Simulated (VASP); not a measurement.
# Na in VASP: further runs

The runs below take Na through single point, with r2SCAN, LDA.

Everything below comes from runs of VASP 6.6.1. Logs are shortened: lines on timing, memory, paths and dates and some standing lists are left out, and cuts for length are marked.

### 1 The cell of the first run

It takes space group Im-3m (No. 229, cubic). Conventional cell: a = 4.310 Å, b = 4.310 Å, c = 4.310 Å, α = 90.00°, β = 90.00°, γ = 90.00°. Na (site symmetry m-3m) has 14 Na at 3.73 to 4.31 Å within 4.9 Å.

### 2 Single point, r2SCAN (volume scaled by 1.02)

POSCAR

```
Na
1.0
   -2.1551792212      2.1551792212      2.1551792212
    2.1551792212     -2.1551792212      2.1551792212
    2.1551792212      2.1551792212     -2.1551792212
Na
1
Direct
    0.0000000000      0.0000000000      0.0000000000
```

INCAR.step1

```
ALGO = Normal
EDIFF = 1E-5
ENCUT = 550
GGA = PE
GGA_COMPAT = F
ISMEAR = -1
LASPH = T
LCHARG = F
LREAL = F
LWAVE = T
NBANDS = 10
NELM = 120
PREC = Accurate
SIGMA = 0.05
```

INCAR.step2

```
ALGO = Normal
EDIFF = 1E-6
ENCUT = 550
GGA_COMPAT = F
ISIF = 2
ISMEAR = -1
ISTART = 1
LASPH = T
LCHARG = F
LMIXTAU = T
LREAL = F
LWAVE = F
METAGGA = R2SCAN
NBANDS = 10
NELM = 120
PREC = Accurate
SIGMA = 0.05
```

KPOINTS

```
k-points
0
Gamma
  9 9 9
```

Potentials or basis: VASP PAW PBE potentials, release 64 (Na_pv).

On the command line:

```
$ cat potpaw_PBE.64/Na_pv/POTCAR > POTCAR
$ cp INCAR.step1 INCAR
$ mpirun -np 1 vasp_std > vasp.out
$ cp INCAR.step2 INCAR
$ mpirun -np 1 vasp_std > vasp.out
```

OUTCAR:

```text
EDIFF = 1E-6
   ENCUT = 550
   ISIF = 2
   ISMEAR = -1
   ISTART = 1
   LASPH = T
   LREAL = F
   METAGGA = R2SCAN
   NELM = 120
   PREC = Accurate

 ion  position               nearest neighbor table
   1  0.000  0.000  0.000-

  LATTYP: Found a body centered cubic cell.
 ALAT       =     4.3103584424

  Lattice vectors:

 A1 = (  -2.1551792212,   2.1551792212,   2.1551792212)
 A2 = (   2.1551792212,  -2.1551792212,   2.1551792212)
 A3 = (   2.1551792212,   2.1551792212,  -2.1551792212)

Analysis of symmetry for initial positions (statically):
=====================================================================
 Subroutine PRICEL returns:
 Original cell was already a primitive cell.

 Routine SETGRP: Setting up the symmetry group for a
 body centered cubic supercell.

 Subroutine GETGRP returns: Found 48 space group operations
[... 9 lines left out ...]

 Routine SETGRP: Setting up the symmetry group for a
 body centered cubic supercell.

 Subroutine GETGRP returns: Found 48 space group operations
[... 11 lines left out ...]
                                     Primitive cell

  volume of cell :      40.0415

  direct lattice vectors                    reciprocal lattice vectors
    -2.155179221  2.155179221  2.155179221     0.000000000  0.231999267  0.231999267
     2.155179221 -2.155179221  2.155179221     0.231999267  0.000000000  0.231999267
     2.155179221  2.155179221 -2.155179221     0.231999267  0.231999267  0.000000000

  length of vectors
     3.732879911  3.732879911  3.732879911     0.328096510  0.328096510  0.328096510

  position of ions in fractional coordinates (direct lattice)
     0.000000000  0.000000000  0.000000000

  ion indices of the primitive-cell ions
   primitive index   ion index
                 1           1

----------------------------------------------------------------------------------------

 KPOINTS: k-points

Automatic generation of k-mesh.
 Grid dimensions read from file:
 generate k-points for:    9    9    9

 Generating k-lattice:

  Cartesian coordinates                     Fractional coordinates (reciprocal lattice)
     0.000000000  0.025777696  0.025777696     0.111111111  0.000000000  0.000000000
     0.025777696  0.000000000  0.025777696     0.000000000  0.111111111  0.000000000
     0.025777696  0.025777696  0.000000000     0.000000000  0.000000000  0.111111111

  Length of vectors
     0.036455168  0.036455168  0.036455168

  Shift w.r.t. Gamma in fractional coordinates (k-lattice)
     0.000000000  0.000000000  0.000000000

 Subroutine IBZKPT returns following result:
 ===========================================

 Found     35 irreducible k-points:

 Following reciprocal coordinates:
            Coordinates               Weight
  0.000000  0.000000  0.000000      1.000000
  0.111111  0.000000  0.000000     12.000000
  0.222222  0.000000  0.000000     12.000000
  0.333333  0.000000  0.000000     12.000000
  0.444444  0.000000  0.000000     12.000000
  0.111111  0.111111  0.000000     24.000000
[... 16 lines left out ...]
 -0.333333  0.444444  0.111111     48.000000
 -0.444444 -0.444444  0.111111     24.000000
 [... further k-points ...]
   k-points           NKPTS =     35   k-points in BZ     NKDIM =     35   number of bands    NBANDS=     10
   number of dos      NEDOS =    301   number of ions     NIONS =      1
   total plane-waves  NPLWV =  27000
   dimension x,y,z NGX =    30 NGY =   30 NGZ =   30
   dimension x,y,z NGXF=    60 NGYF=   60 NGZF=   60
   ions per type =               1
   NGX,Y,Z   is equivalent  to a cutoff of  13.36, 13.36, 13.36 a.u.
   NGXF,Y,Z  is equivalent  to a cutoff of  26.72, 26.72, 26.72 a.u.
 SYSTEM =  unknown system
   PREC   = accura    normal or accurate (medium, high low for compatibility)
   ISTART =      1    job   : 0-new  1-cont  2-samecut
   ICHARG =      0    charge: 1-file 2-atom 10-const
   ISPIN  =      1    spin polarized calculation?
   LNONCOLLINEAR =      F non collinear calculations
   LSORBIT =      F    spin-orbit coupling
   LASPH  =      T    aspherical Exc in radial PAW
   ENCUT  =  550.0 eV  40.42 Ry    6.36 a.u.   7.14  7.14  7.14*2*pi/ulx,y,z
   NELM   =    120;   NELMIN=  2; NELMDL=  0     # of ELM steps
   EDIFF  = 0.1E-05   stopping-criterion for ELM
   LREAL  =      F    real-space projection
   EDIFFG = 0.1E-04   stopping-criterion for IOM
   NSW    =      0    number of steps for IOM
   IBRION =     -1    ionic relax: 0-MD 1-quasi-New 2-CG
   NFREE  =      0    steps in history (QN), initial steepest desc. (CG)
   ISIF   =      2    stress and relaxation
   ISYM   =      2    0-nonsym 1-usesym 2-fastsym
   POTIM  = 0.5000    time-step for ionic-motion
   TEBEG  =    0.0;   TEEND  =   0.0 temperature during run
   PSTRESS=    0.0 pullay stress
   NELECT =       7.0000    total number of electrons
   NUPDOWN=      -1.0000    fix difference up-down
   EMIN   =  10.00;   EMAX   =-10.00  energy-range for DOS
   EFERMI =   0.00;   METHOD = LEGACY
   ISMEAR =    -1;   SIGMA  =   0.05  broadening in eV -4-tet -1-fermi 0-gaus
   EFERMI_NEDOS =   21; number of points for ismear=-14 and -15
   IALGO  =     38    algorithm
   IMIX   =      4    mixing-type and parameters
     AMIX     =   0.40;   BMIX     =  1.00
     AMIX_MAG =   1.60;   BMIX_MAG =  1.00
  volume/ion in A,a.u.               =      40.04       270.21
  Fermi-wavevector in a.u.,A,eV,Ry     =   0.915386  1.729828 11.400743  0.837931
  Thomas-Fermi vector in A             =   2.040121
   LORBIT       =      0    0 simple, 1 ext, 2 COOP (PROOUT), +10 PAW based schemes
   METAGGA = R2SCAN    functional components
   LHFCALC =     F    Hartree Fock is set to
   AEXX    =    0.0000 exact exchange contribution
   IVDW    =     0    specifies the selected vdW correction
   LEPSILON=     F    determine dielectric tensor
   LRPA    =     F    only Hartree local field effects (RPA)
 non-spin polarized calculation
  energy-cutoff  :      550.00
  volume of cell :       40.04
 maximum number of plane-waves:      1201
 NGX is ok and might be reduce to    30
   NGX = 15   NGY = 15   NGZ = 15

 number of electron       7.0000009 magnetization

 Free energy of the ion-electron system (eV)
  ---------------------------------------------------
  ext. energy  EPLUGINS =         0.00000000
  ---------------------------------------------------
  free energy    TOTEN  =        -3.55720397 eV

  energy without entropy =       -3.55396166  energy(sigma->0) =       -3.55558282

 E-fermi :   0.1233     XC(G=0):  -6.7032

 val. band max:        0.0270725606   @ k =  -0.3333   0.4444   0.1111
 cond. band min:       0.2198607256   @ k =   0.4444   0.0000   0.0000
 fundamental gap:      0.1927881650
 Fermi energy:         0.1232524328

 k-point     1 :       0.0000    0.0000    0.0000
  band No.  band energies     occupation
      1     -25.9431      2.00000
      2     -25.9431      2.00000
      3     -25.9431      2.00000
      4      -3.1891      2.00000
      5      12.0647      0.00000
      6      12.0647      0.00000
      7      12.0647      0.00000
      8      13.2248      0.00000
      9      13.2248      0.00000
     10      13.8125      0.00000

 k-point     2 :       0.1111    0.0000    0.0000
  band No.  band energies     occupation
      1     -25.9464      2.00000
      2     -25.9442      2.00000
      3     -25.9431      2.00000
      4      -2.9687      2.00000
      5       9.8779      0.00000
      6      11.0178      0.00000
      7      11.4549      0.00000
      8      12.0213      0.00000
      9      12.5235      0.00000
     10      14.2453      0.00000

 k-point     3 :       0.2222    0.0000    0.0000
  band No.  band energies     occupation
      1     -25.9545      2.00000
      2     -25.9470      2.00000
      3     -25.9431      2.00000
      4      -2.3123      2.00000
      5       6.9967      0.00000
      6       9.8055      0.00000
      7      10.5982      0.00000
      8      10.8947      0.00000
      9      11.9537      0.00000
     10      14.6121      0.00000

 k-point     4 :       0.3333    0.0000    0.0000
  band No.  band energies     occupation
      1     -25.9637      2.00000
      2     -25.9501      2.00000
      3     -25.9431      2.00000
      4      -1.2356      2.00000
      5       4.4139      0.00000
      6       8.9665      0.00000
      7       9.9797      0.00000
      8      10.1393      0.00000
      9      11.3081      0.00000
     10      15.5657      0.00000

 k-point     5 :       0.4444    0.0000    0.0000
  band No.  band energies     occupation
      1     -25.9697      2.00000
      2     -25.9521      2.00000
      3     -25.9430      2.00000
      4       0.2199      0.25302
      5       2.2044      0.00000
      6       8.5429      0.00000
      7       9.6652      0.00000
      8       9.7620      0.00000
      9      10.9258      0.00000
     10      16.4450      0.00000

 k-point     6 :       0.1111    0.1111    0.0000
  band No.  band energies     occupation
      1     -25.9520      2.00000
      2     -25.9454      2.00000
      3     -25.9439      2.00000
      4      -2.5302      2.00000
      5       8.2692      0.00000
      6       8.8586      0.00000
      7      10.6271      0.00000
      8      11.9250      0.00000
      9      12.8016      0.00000
     10      14.4016      0.00000
[... 183 lines left out ...]
 k-point    21 :      -0.2222    0.3333    0.1111
  band No.  band energies     occupation
      1     -25.9601      2.00000
      2     -25.9514      2.00000
      3     -25.9473      2.00000
      4      -1.2350      2.00000
      5       5.8426      0.00000
      6       6.6638      0.00000
      7       9.5234      0.00000
      8      10.8598      0.00000
      9      11.7930      0.00000
     10      15.2469      0.00000

 k-point    22 :      -0.4444    0.4444    0.1111
  band No.  band energies     occupation
      1     -25.9689      2.00000
      2     -25.9534      2.00000
      3     -25.9454      2.00000
      4       0.4266      0.00463
      5       2.4070      0.00000
      6       7.4819      0.00000
      7       8.5315      0.00000
      8      11.1180      0.00000
      9      12.3552      0.00000
     10      13.5891      0.00000

 k-point    23 :      -0.3333    0.4444    0.1111
  band No.  band energies     occupation
      1     -25.9656      2.00000
      2     -25.9549      2.00000
      3     -25.9475      2.00000
      4       0.0271      1.74508
      5       3.7585      0.00000
      6       5.7895      0.00000
      7       9.3814      0.00000
      8      11.1773      0.00000
      9      11.5684      0.00000
     10      14.4918      0.00000

 k-point    24 :      -0.4444   -0.4444    0.1111
  band No.  band energies     occupation
      1     -25.9678      2.00000
      2     -25.9564      2.00000
      3     -25.9475      2.00000
      4       1.3946      0.00000
      5       2.0449      0.00000
      6       5.5630      0.00000
      7       9.2456      0.00000
      8      11.0529      0.00000
      9      12.4001      0.00000
     10      13.5295      0.00000

 [... further k-points ...]
[... 5 lines left out ...]
  --------------------------------------------------------------------------------------
  -------------------------------------------------------------------------------------
  Total       -0.1206332     -0.1206332     -0.1206332      0.0000000      0.0000000     -0.0000000
  in kB       -4.8268871     -4.8268871     -4.8268871      0.0000000      0.0000000     -0.0000000
  external PRESSURE =      -4.8268871 kB  Pullay stress =       0.0000000 kB

 VOLUME and BASIS-vectors are now :
 -----------------------------------------------------------------------------
  energy-cutoff  :      550.00
  volume of cell :       40.04
      direct lattice vectors                 reciprocal lattice vectors
    -2.155179221  2.155179221  2.155179221     0.000000000  0.231999267  0.231999267
     2.155179221 -2.155179221  2.155179221     0.231999267  0.000000000  0.231999267
     2.155179221  2.155179221 -2.155179221     0.231999267  0.231999267  0.000000000

 POSITION                                       TOTAL-FORCE (eV/Angst)
 -----------------------------------------------------------------------------------
      0.00000      0.00000      0.00000         0.000000     -0.000000     -0.000000
 -----------------------------------------------------------------------------------
    total drift:                               -0.000000      0.000000      0.000000

  FREE ENERGIE OF THE ION-ELECTRON SYSTEM (eV)
  ---------------------------------------------------
  free  energy   TOTEN  =        -3.5572039729 eV

  energy  without entropy=       -3.5539616574  energy(sigma->0) =       -3.55558282
```

Wall time 97 s (1 thread of Intel Xeon 8259CL, shared host); peak memory 0.17 GiB.

What came out:

- Free energy: -3.5572 eV
- Pressure: -0.5 GPa

Caveat: the PAW data sets were made with another functional, which shifts forces and pressure a little.

### 3 Single point, r2SCAN (volume scaled by 1.04)

POSCAR

```
Na
1.0
   -2.1691742836      2.1691742836      2.1691742836
    2.1691742836     -2.1691742836      2.1691742836
    2.1691742836      2.1691742836     -2.1691742836
Na
1
Direct
    0.0000000000      0.0000000000      0.0000000000
```

INCAR.step1

```
  ALGO = Normal
  EDIFF = 1E-5
  ENCUT = 550
  GGA = PE
  GGA_COMPAT = False
  ISMEAR = -1
  LASPH = True
  LCHARG = False
  LREAL = False
  LWAVE = True
  NBANDS = 10
  NELM = 120
  PREC = Accurate
  SIGMA = 0.05
```

INCAR.step2

```
  ALGO = Normal
  EDIFF = 1E-6
  ENCUT = 550
  GGA_COMPAT = False
  ISIF = 2
  ISMEAR = -1
  ISTART = 1
  LASPH = True
  LCHARG = True
  LELF = True
  LMIXTAU = True
  LREAL = False
  LVHAR = True
  LWAVE = False
  METAGGA = R2SCAN
  NBANDS = 10
  NELM = 120
  PREC = Accurate
  SIGMA = 0.05
```

KPOINTS is that of step 2.

Potentials or basis: VASP PAW PBE potentials, release 64 (Na_pv).

On the command line:

```
$ cat potpaw_PBE.64/Na_pv/POTCAR > POTCAR
$ cp INCAR.step1 INCAR
$ mpirun -np 1 vasp_std > vasp.out
$ cp INCAR.step2 INCAR
$ mpirun -np 1 vasp_std > vasp.out
```

Run time: 92 s. Hardware: 1 thread of Intel Xeon 8259CL, shared host; peak memory 0.16 GiB.

It converged, with:

* Free energy: -3.5544 eV
* Pressure: -0.6 GPa

Levels at points of the mesh, in eV from the Fermi level:
| k point | band 1 | band 2 | band 3 | band 4 | band 5 | band 6 | band 7 | band 8 |
| --- | --- | --- | --- | --- | --- | --- | --- | --- |
| (0.00, 0.00, 0.00) | -26.09 | -26.09 | -26.09 | -3.27 | 11.82 | 11.82 | 11.82 | 12.97 |

Caveat: the PAW data sets were made with another functional, which shifts forces and pressure a little.

### 4 Single point, LDA (volume scaled by 1.06)

INCAR

```
SYSTEM = Na
PREC = Accurate
ENCUT = 520
EDIFF = 1E-6
ISMEAR = 0
SIGMA = 0.01
LREAL = .False.
LASPH = .True.
NELM = 80
ALGO = Fast
ISIF = 2
LWAVE = .False.
LCHARG = .False.
GGA = CA
NBANDS = 10
```

KPOINTS

```
regular mesh
0
Gamma
  9 9 9
  0 0 0
```

POSCAR

```
Na
1.0
   -2.1732119462      2.1953436621      2.1456426351
    2.2541702239     -2.1451664759      2.1764237266
    2.1786342472      2.1505897965     -2.0954654489
Na
1
Direct
    0.0000000000      0.0000000000      0.0000000000
```

Potentials or basis: VASP PAW LDA potentials, release 64 (Na_pv).

On the command line:

```
$ cat potpaw_LDA.64/Na_pv/POTCAR > POTCAR
$ mpirun -np 1 vasp_std > vasp.out
```

Wall time 80 s (1 thread of AMD EPYC 7R13 (Zen 3), shared host); peak memory 0.2 GiB.

Results (log left out):

- Free energy: -1.4154 eV
- Pressure: -1.4 GPa

Stress tensor (GPa, compression positive):
```
-1.38 -0.03 -0.17
-0.03 -1.29 -0.14
-0.17 -0.14 -1.39
```

Levels at points of the mesh, in eV from the Fermi level:
```csv
k point,band 1,band 2,band 3,band 4,band 5,band 6,band 7,band 8,band 9
"(0.00, 0.00, 0.00)",-25.03,-25.03,-25.03,-3.02,10.70,10.81,11.13,11.75,11.94
```

### 5 Single point, LDA (volume scaled by 0.94)

INCAR

```
PREC     = Accurate       # precision mode
ENCUT    = 520            # plane-wave cutoff, eV
EDIFF    = 1E-6           # SCF threshold, eV
ISMEAR   = 0              # smearing method
SIGMA    = 0.01           # smearing width, eV
LREAL    = False          # projectors in reciprocal space
LASPH    = True           # aspherical terms in the spheres
NELM     = 100            # most SCF steps
ALGO     = Normal         # electronic algorithm
ISIF     = 2              # what is computed and relaxed
LWAVE    = False          # write WAVECAR
LCHARG   = True           # write CHGCAR
LELF     = True           # ELF
LVHAR    = True         
NBANDS   = 10             # bands
```

KPOINTS

```
Automatic mesh
0
Gamma
  9 9 9
```

POSCAR

```
Na
1.0
   -2.0878986484      2.1091615445      2.0614116196
    2.1656787650     -2.0609541529      2.0909843446
    2.0931080873      2.0661645714     -2.0132042280
Na
1
Direct
    0.0000000000      0.0000000000      0.0000000000
```

On the command line:

```
$ cat potpaw_LDA.64/Na_pv/POTCAR > POTCAR
$ mpirun -np 1 vasp_std > vasp.out
```

Wall time 55 s (1 thread of AMD EPYC 7R13 (Zen 3), shared host); peak memory 0.19 GiB.

The run converged. Its results:

```yaml
Free_energy: -1.4480 eV
Pressure: -0.8 GPa
```

Stress tensor (GPa, compression positive):
```
-0.84 -0.04 -0.23
-0.04 -0.72 -0.17
-0.23 -0.17 -0.85
```

Levels at points of the mesh, in eV from the Fermi level:
```tsv
k point	band 1	band 2	band 3	band 4	band 5	band 6	band 7	band 8	band 9
(0.00, 0.00, 0.00)	-24.92	-24.92	-24.92	-3.27	11.42	11.54	11.89	12.75	12.79
```

### 6 Single point, LDA (volume scaled by 0.96)

INCAR

```
PREC = Accurate
ENCUT = 520
EDIFF = 1E-6
ISMEAR = 0
SIGMA = 0.01
LREAL = F
LASPH = T
NELM = 80
ALGO = Fast
ISIF = 2
LWAVE = F
LCHARG = F
NBANDS = 10
```

KPOINTS is that of step 5.

POSCAR

```
Na
1.0
   -2.1026026445      2.1240152842      2.0759290811
    2.1809305264     -2.0754683927      2.1057100717
    2.1078487708      2.0807155055     -2.0273821897
Na
1
Direct
    0.0000000000      0.0000000000      0.0000000000
```

Potentials or basis: VASP PAW LDA potentials, release 64 (Na_pv).

On the command line:

```
$ cat potpaw_LDA.64/Na_pv/POTCAR > POTCAR
$ mpirun -np 1 vasp_std > vasp.out
```

Run time: 64 s. Hardware: 1 thread of AMD EPYC 7R13 (Zen 3), shared host; peak memory 0.18 GiB.

Results (log left out):

- Free energy: -1.4438 eV
- Pressure: -1.1 GPa

Stress tensor (GPa, compression positive):
```
-1.11 -0.04 -0.22
-0.04 -0.99 -0.17
-0.22 -0.17 -1.12
```

Levels at points of the mesh, in eV from the Fermi level:
```tsv
k point	band 1	band 2	band 3	band 4	band 5	band 6	band 7	band 8	band 9
(0.00, 0.00, 0.00)	-24.94	-24.94	-24.94	-3.23	11.29	11.41	11.75	12.60	12.61
```

### 7 Summary

| level | potentials or basis | cell | cutoff (eV) | smearing | gap on the mesh (eV) | pressure (GPa) |
| --- | --- | --- | --- | --- | --- | --- |
| r2SCAN | VASP PAW PBE potentials, release 64 (Na_pv) | a = 3.733 Å, angles 109.5°, 1 atom | 550 | fermi-dirac 0.05 eV | none | -0.5 |
| r2SCAN | VASP PAW PBE potentials, release 64 (Na_pv) | a = 3.757 Å, angles 109.5°, 1 atom | 550 | fermi-dirac 0.05 eV | none | -0.6 |
| LDA | VASP PAW LDA potentials, release 64 (Na_pv) | a = 3.761, b = 3.797, c = 3.710 Å, angles 107.6, 108.9, 110.2°, 1 atom | 520 | gaussian 0.01 eV | none | -1.4 |
| LDA | VASP PAW LDA potentials, release 64 (Na_pv) | a = 3.613, b = 3.648, c = 3.564 Å, angles 107.6, 108.9, 110.2°, 1 atom | 520 | gaussian 0.01 eV | none | -0.8 |
| LDA | VASP PAW LDA potentials, release 64 (Na_pv) | a = 3.639, b = 3.674, c = 3.589 Å, angles 107.6, 108.9, 110.2°, 1 atom | 520 | gaussian 0.01 eV | none | -1.1 |

Alike in all rows: task single point; no spin polarisation; k mesh 9 × 9 × 9.

Caveats: the PAW data sets were made with another functional, which shifts forces and pressure a little (some runs).

Absolute energies hang on the potentials; compare differences alone.
